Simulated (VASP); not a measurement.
# C (Fd-3m) in VASP: further runs, part 2 of 2

VASP 6.6.1. The steps go on from the part before.

### Step 3. Single point, PBEsol

INCAR reads:

```
SYSTEM = C
PREC = Accurate ; ENCUT = 600
EDIFF = 1E-6 ; ISMEAR = 0
SIGMA = 0.02 ; LREAL = .FALSE.
LASPH = .TRUE. ; NELM = 120
ALGO = Normal ; ISIF = 2
LWAVE = .FALSE. ; LCHARG = .FALSE.
GGA = PS ; NBANDS = 11
GGA_COMPAT = .FALSE.
```

KPOINTS reads:

```
regular mesh
0
G
  12 12 12
  0 0 0
```

POSCAR reads:

```
C
1.0
    0.0000000000      1.7769041313      1.7769041313
    1.7769041313      0.0000000000      1.7769041313
    1.7769041313      1.7769041313      0.0000000000
C
2
Direct
    0.0000000000      0.0000000000      0.0000000000
    0.2500000000      0.2500000000      0.2500000000
```

Potentials or basis: VASP PAW PBE potentials, release 64 (C).

The run is started by

```
> cat potpaw_PBE.64/C/POTCAR > POTCAR
> mpirun -np 1 vasp_std > vasp.out
```

OUTCAR:

```text
SYSTEM = C
   PREC = Accurate
   ENCUT = 600
   EDIFF = 1E-6
   ISMEAR = 0
   LREAL = .FALSE.
   LASPH = .TRUE.
   NELM = 120
   ISIF = 2
   GGA = PS

 ion  position               nearest neighbor table
   1  0.000  0.000  0.000-   2 1.54   2 1.54   2 1.54   2 1.54
   2  0.250  0.250  0.250-   1 1.54   1 1.54   1 1.54   1 1.54

  LATTYP: Found a face centered cubic cell.
 ALAT       =     3.5538082626

  Lattice vectors:

 A1 = (   0.0000000000,   1.7769041313,   1.7769041313)
 A2 = (   1.7769041313,   0.0000000000,   1.7769041313)
 A3 = (   1.7769041313,   1.7769041313,   0.0000000000)

Analysis of symmetry for initial positions (statically):
=====================================================================
 Subroutine PRICEL returns:
 Original cell was already a primitive cell.

 Routine SETGRP: Setting up the symmetry group for a
 face centered cubic supercell.

 Subroutine GETGRP returns: Found 48 space group operations
 (whereof 24 operations were pure point group operations)
 out of a pool of 48 trial point group operations.

The static configuration has the point symmetry T_d .
 The point group associated with its full space group is O_h .

Analysis of symmetry for dynamics (positions and initial velocities):
=====================================================================
 Subroutine PRICEL returns:
 Original cell was already a primitive cell.

 Routine SETGRP: Setting up the symmetry group for a
 face centered cubic supercell.

 Subroutine GETGRP returns: Found 48 space group operations
 (whereof 24 operations were pure point group operations)
 out of a pool of 48 trial point group operations.

The dynamic configuration has the point symmetry T_d .
 The point group associated with its full space group is O_h .
[... 115 lines left out ...]
   EFERMI_NEDOS =   21; number of points for ismear=-14 and -15
   IALGO  =     38    algorithm
   IMIX   =      4    mixing-type and parameters
     AMIX     =   0.40;   BMIX     =  1.00
     AMIX_MAG =   1.60;   BMIX_MAG =  1.00
  volume/ion in A,a.u.               =       5.61        37.86
  Fermi-wavevector in a.u.,A,eV,Ry     =   1.462505  2.763735 29.101804  2.138922
  Thomas-Fermi vector in A             =   2.578711
   LORBIT       =      0    0 simple, 1 ext, 2 COOP (PROOUT), +10 PAW based schemes
   GGA     = PS    functional components
   LHFCALC =     F    Hartree Fock is set to
   AEXX    =    0.0000 exact exchange contribution
   IVDW    =     0    specifies the selected vdW correction
   LEPSILON=     F    determine dielectric tensor
   LRPA    =     F    only Hartree local field effects (RPA)
 non-spin polarized calculation
 Gauss-broadening in eV      SIGMA  =   0.02
  energy-cutoff  :      600.00
  volume of cell :       11.22
 maximum number of plane-waves:       388
   NGX =  9   NGY =  9   NGZ =  9

 number of electron       7.9999999 magnetization

 Free energy of the ion-electron system (eV)
  ---------------------------------------------------
  ext. energy  EPLUGINS =         0.00000000
  ---------------------------------------------------
  free energy    TOTEN  =       -19.25424669 eV

  energy without entropy =      -19.25424669  energy(sigma->0) =      -19.25424669

 E-fermi :  10.0297     XC(G=0): -13.4866

 val. band max:        9.8662717072   @ k =   0.0000   0.0000   0.0000
 cond. band min:      13.9272684563   @ k =   0.3333   0.3333   0.0000
 fundamental gap:      4.0609967491
 Fermi energy:        10.0297211875

 k-point     1 :       0.0000    0.0000    0.0000
  band No.  band energies     occupation
      1     -11.8020      2.00000
      2       9.8663      2.00000
      3       9.8663      2.00000
      4       9.8663      2.00000
      5      15.4357      0.00000
      6      15.4357      0.00000
      7      15.4357      0.00000
      8      23.4835      0.00000
      9      28.9655      0.00000
     10      36.4561      0.00000
     11      36.4561      0.00000
[... 309 lines left out ...]
 k-point    24 :      -0.4167    0.1667    0.0000
  band No.  band energies     occupation
      1      -5.5104      2.00000
      2      -2.8463      2.00000
      3       4.3200      2.00000
      4       6.2210      2.00000
      5      17.3347      0.00000
      6      20.1085      0.00000
      7      21.1857      0.00000
      8      25.3310      0.00000
      9      29.2154      0.00000
     10      34.0045      0.00000
     11      34.4657      0.00000

 [... further k-points ...]
[... 5 lines left out ...]
  --------------------------------------------------------------------------------------
  -------------------------------------------------------------------------------------
  Total        0.0307571      0.0307571      0.0307571     -0.0000000      0.0000000      0.0000000
  in kB        4.3917167      4.3917167      4.3917167     -0.0000000      0.0000000      0.0000000
  external PRESSURE =       4.3917167 kB  Pullay stress =       0.0000000 kB

 VOLUME and BASIS-vectors are now :
 -----------------------------------------------------------------------------
  energy-cutoff  :      600.00
  volume of cell :       11.22
      direct lattice vectors                 reciprocal lattice vectors
     0.000000000  1.776904131  1.776904131    -0.281388282  0.281388282  0.281388282
     1.776904131  0.000000000  1.776904131     0.281388282 -0.281388282  0.281388282
     1.776904131  1.776904131  0.000000000     0.281388282  0.281388282 -0.281388282

 POSITION                                       TOTAL-FORCE (eV/Angst)
 -----------------------------------------------------------------------------------
      0.00000      0.00000      0.00000         0.000000     -0.000000      0.000000
      0.88845      0.88845      0.88845        -0.000000      0.000000     -0.000000
 -----------------------------------------------------------------------------------
    total drift:                                0.000000      0.000000      0.000000

  FREE ENERGIE OF THE ION-ELECTRON SYSTEM (eV)
  ---------------------------------------------------
  free  energy   TOTEN  =       -19.2542466857 eV

  energy  without entropy=      -19.2542466857  energy(sigma->0) =      -19.25424669
```

OSZICAR:

```text
N       E                     dE             d eps       ncg     rms          rms(c)
DAV:   1     0.165110286043E+01    0.16511E+01   -0.54281E+03  1600   0.821E+02
DAV:   2    -0.195251396763E+02   -0.21176E+02   -0.20594E+02  2069   0.132E+02
DAV:   3    -0.199370353776E+02   -0.41190E+00   -0.41099E+00  1874   0.146E+01
DAV:   4    -0.199376772643E+02   -0.64189E-03   -0.64188E-03  1703   0.710E-01
DAV:   5    -0.199376780200E+02   -0.75567E-06   -0.75570E-06  1813   0.231E-02    0.564E+00
DAV:   6    -0.194303428390E+02    0.50734E+00   -0.26004E-01  1620   0.354E+00    0.332E+00
DAV:   7    -0.192536406323E+02    0.17670E+00   -0.31209E-01  1722   0.392E+00    0.696E-01
DAV:   8    -0.192542208659E+02   -0.58023E-03   -0.77150E-03  1647   0.694E-01    0.296E-02
DAV:   9    -0.192542385434E+02   -0.17677E-04   -0.15376E-05  1887   0.359E-02    0.215E-02
DAV:  10    -0.192542468342E+02   -0.82908E-05   -0.35107E-06  1704   0.165E-02    0.444E-03
DAV:  11    -0.192542466857E+02    0.14846E-06   -0.90990E-08   946   0.266E-03
   1 F= -.19254247E+02 E0= -.19254247E+02  d E =-.193015E-33
```

Run time: 3.5 s. Hardware: 1 thread of Intel Xeon 6975P-C (Granite Rapids), shared host; peak memory 0.12 GiB.

Results:

* Free energy: -19.2542 eV
* Pressure: 0.4 GPa
* Band gap on the k mesh: 4.06 eV, indirect (least direct gap 5.57 eV)

Levels at points of the mesh, in eV from the valence-band top:
```csv
k point,band 2,band 3,band 4,band 5,band 6,band 7
"(0.00, 0.00, 0.00)",0.00,0.00,0.00,5.57,5.57,5.57
"(0.50, 0.00, 0.00)",-13.59,-2.84,-2.84,8.43,8.43,8.99
"(0.50, 0.50, 0.00)",-12.85,-6.40,-6.40,4.62,4.62,16.95
```

Caveat: the PAW data sets were made with another functional, which shifts forces and pressure a little. As with any semilocal functional, this PBEsol gap is likely too small.
